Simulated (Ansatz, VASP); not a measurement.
**Bi in VASP and in Ansatz**

Contents of INCAR:

```
PREC     = Accurate       # precision mode
ENCUT    = 520            # plane-wave cutoff, eV
EDIFF    = 1E-6           # SCF threshold, eV
ISMEAR   = 0              # smearing method
SIGMA    = 0.2            # smearing width, eV
LREAL    = F              # projectors in reciprocal space
LASPH    = T              # aspherical terms in the spheres
NELM     = 100            # most SCF steps
ALGO     = Fast           # electronic algorithm
ISIF     = 2              # what is computed and relaxed
LWAVE    = F              # write WAVECAR
LCHARG   = T              # write CHGCAR
GGA      = PE             # functional
LELF     = T              # ELF
LVHAR    = T            
NBANDS   = 70             # bands
```

The input KPOINTS:

```
Automatic mesh
0
Gamma
  6 4 2
```

POSCAR

```
Bi
1.0
    0.0000000000      0.0000000000     -3.2904808853
    0.0000000000     -6.5387686775      0.0000000000
  -13.0275423225      0.0000000000      0.0000000000
Bi
8
Direct
    0.5566531657      0.0000000000      0.8750000000
    0.5566531657      0.5000000000      0.8750000000
    0.5566531657      0.0000000000      0.3750000000
    0.5566531657      0.5000000000      0.3750000000
    0.4433468343      0.0000000000      0.6250000000
    0.4433468343      0.5000000000      0.6250000000
    0.4433468343      0.0000000000      0.1250000000
    0.4433468343      0.5000000000      0.1250000000
```

Input for Ansatz:

```yaml
crystal:
  lattice:
    - [0.0, 0.0, -3.2904808853]
    - [0.0, -6.5387686775, 0.0]
    - [-13.0275423225, 0.0, 0.0]
  atoms:
    - { symbol: Bi, position: [0.5566531657, 0.0, 0.875] }
    - { symbol: Bi, position: [0.5566531657, 0.5, 0.875] }
    - { symbol: Bi, position: [0.5566531657, 0.0, 0.375] }
    - { symbol: Bi, position: [0.5566531657, 0.5, 0.375] }
    - { symbol: Bi, position: [0.4433468343, 0.0, 0.625] }
    - { symbol: Bi, position: [0.4433468343, 0.5, 0.625] }
    - { symbol: Bi, position: [0.4433468343, 0.0, 0.125] }
    - { symbol: Bi, position: [0.4433468343, 0.5, 0.125] }
basis:
  ecutwfc: 420
kpoints:
  mp_grid: { grid: [6, 4, 2] }
hamiltonian:
  xc: pbe
scf:
  occupations: { method: gaussian, width: 0.2 }
  lower_state_search: "off"
output:
  forces: true
  stress: true
  eigenvalues: true
```

Alike in both runs: task single point; functional PBE; k mesh 6 × 4 × 2; occupations gaussian, width 0.2 eV; no spin polarisation.

```csv
,VASP,Ansatz
version,VASP 6.6.1,Ansatz 0.2.0
potentials or method,"VASP PAW PBE potentials, release 64 (Bi_d), cutoff 520 eV","scalar-relativistic, plane waves, PAW"
valence electrons in the cell,120,120
```

Ansatz gave:

| Item | Value |
| --- | --- |
| gap on the k mesh at the Fermi level (eV) | none |
| pressure (GPa) | 0.1 |
| traceless stress, the component that is largest in VASP (GPa) | -3.17 |
| rms of the force components (eV/Å) | 0.005 |

Which values does VASP return?

gap on the k mesh at the Fermi level (eV): none; pressure (GPa): 0.0; traceless stress, the component that is largest in VASP (GPa): -3.17; rms of the force components (eV/Å): 0.005.

Atom by atom the forces differ by 0.000 eV/Å (rms over components). A gap of «none» marks a metal or a gap that the smearing closes.

Spin-orbit coupling is off throughout.
